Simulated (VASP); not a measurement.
Here is a VASP 6.6.1 calculation.

Contents of INCAR:

```
SYSTEM = InGa2P3
ALGO     = Normal         ! electronic algorithm
EDIFF    = 1E-6           ! SCF threshold, eV
ENCUT    = 520            ! plane-wave cutoff, eV
GGA      = PE             ! functional
ISIF     = 2              ! what is computed and relaxed
ISMEAR   = 0              ! smearing method
LASPH    = .True.         ! aspherical terms in the spheres
LCHARG   = .False.        ! write CHGCAR
LREAL    = .False.        ! projectors in reciprocal space
LWAVE    = .False.        ! write WAVECAR
NBANDS   = 36             ! bands
NELM     = 80             ! most SCF steps
PREC     = Accurate       ! precision mode
SIGMA    = 0.02           ! smearing width, eV
```

Contents of KPOINTS:

```
k-points
0
Gamma
  12 12 4
  0 0 0
```

Contents of POSCAR:

```
InGa2P3
1.0
    3.9975185436      0.0000000000      0.0000000000
   -1.9987592718      3.4619526109      0.0000000000
    0.0000000000      0.0000000000      9.8396840191
In Ga P
1 2 3
Direct
    0.3333333333      0.6666666667      0.6650553863
    0.0000000000      0.0000000000      0.0064985274
    0.6666666667      0.3333333333      0.3261720129
    0.0000000000      0.0000000000      0.7651598398
    0.3333333333      0.6666666667      0.4036127903
    0.6666666667      0.3333333333      0.0835014435
```

Potentials or basis: VASP PAW PBE potentials, release 64 (In_d, Ga_d, P).

Command:

```console
$ cat potpaw_PBE.64/In_d/POTCAR potpaw_PBE.64/Ga_d/POTCAR potpaw_PBE.64/P/POTCAR > POTCAR
$ mpirun -np 1 vasp_std > vasp.out
```

Question: Predict the band gap on the k mesh.

Answer: 0.77 eV.

Question: What does it give for the pressure?

Answer: 0.0 GPa.

Question: What does it give for the largest force?

Answer: 0.008 eV/Å.

Forces on the atoms (eV/Å):
```
In   0.000  0.000  0.006
Ga   0.000  0.000  0.001
Ga   0.000  0.000  0.002
P    0.000  0.000 -0.008
P    0.000  0.000  0.001
P    0.000  0.000 -0.002
```

Caveat: semilocal functionals underestimate gaps, and a narrow one can read as zero; spin-orbit coupling is left out, which moves the levels of the heavy elements. A k mesh can miss the band edges.
